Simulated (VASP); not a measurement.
A run of VASP 6.6.1 is set up as follows.

Contents of INCAR:

```
SYSTEM = Pt
  ALGO = Normal
  EDIFF = 1E-7
  ENCUT = 520
  GGA = CA
  ISIF = 2
  ISMEAR = -1
  LASPH = .True.
  LCHARG = .False.
  LREAL = .False.
  LWAVE = .False.
  NBANDS = 11
  NELM = 80
  PREC = Accurate
  SIGMA = 0.1
```

KPOINTS

```
k-points
0
Gamma
  19 19 19
  0 0 0
```

File POSCAR:

```
Pt
1.0
   -1.4979140188      1.4979140188      1.4979140188
    1.4979140188     -1.4979140188      1.4979140188
    1.4979140188      1.4979140188     -1.4979140188
Pt
1
Direct
    0.0000000000      0.0000000000      0.0000000000
```

Potentials or basis: VASP PAW LDA potentials, release 64 (Pt).

The run is started by

```sh
$ cat potpaw_LDA.64/Pt/POTCAR > POTCAR
$ mpirun -np 1 vasp_std > vasp.out
```

(1) Predict the pressure.

(2) Predict the band gap on the k mesh.

## Answers

(1) 42.1 GPa.

(2) zero (band 5 reaches 14.54 eV, above the bottom of band 6 at 11.78 eV).

Caveat: spin-orbit coupling is left out, which moves the levels of the heavy elements.
